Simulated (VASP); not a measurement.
A run of VASP 6.6.1:

The input POSCAR:

```
ZrSi2
1.0
    3.6299210000      0.0000000000      0.0000000000
    1.8149600000     -7.2015170000      0.0000000000
    0.0000000000      0.0000000000     -3.5992760000
Si Zr
4 2
Direct
    0.4410000000      0.1180000000      0.7500000000
    0.5590000000      0.8820000000      0.2500000000
    0.7500000000      0.5000000000      0.7500000000
    0.2500000000      0.5000000000      0.2500000000
    0.1060000000      0.7880000000      0.7500000000
    0.8940000000      0.2120000000      0.2500000000
```

Contents of INCAR.step1:

```
SYSTEM = ZrSi2
ALGO = Normal
EDIFF = 1E-4
ENCUT = 600
GGA = PE
ISMEAR = 1
LASPH = .True.
LCHARG = .False.
LREAL = .False.
LWAVE = .True.
NELM = 100
PREC = Accurate
SIGMA = 0.0601
```

The input INCAR.step2:

```
SYSTEM = ZrSi2
ALGO = Normal
EDIFF = 1E-6
EDIFFG = -0.01
ENCUT = 600
IBRION = 2
ISIF = 3
ISMEAR = 1
ISTART = 1
LASPH = .True.
LCHARG = .False.
LMIXTAU = .True.
LREAL = .False.
LWAVE = .False.
METAGGA = R2SCAN
NELM = 100
NSW = 80
PREC = Accurate
PSTRESS = 50.0
SIGMA = 0.0601
```

KPOINTS

```
k-points
0
Gamma
  5 5 5
  0 0 0
```

Potentials or basis: VASP PAW PBE potentials, release 64 (Si, Zr_sv).

Command:

```sh
$ cat potpaw_PBE.64/Si/POTCAR potpaw_PBE.64/Zr_sv/POTCAR > POTCAR
$ cp INCAR.step1 INCAR
$ mpirun -np 1 vasp_std > vasp.out
$ cp INCAR.step2 INCAR
$ mpirun -np 1 vasp_std > vasp.out
```

Hardware: 1 thread of Intel Xeon 8259CL, with other jobs on the host.

Problem. How long does it take, and how much memory?

Solution. It took 64 min on 1 thread of Intel Xeon 8259CL, on a shared host, peak memory 0.29 GiB. Counts: k points 27, ion steps 13.
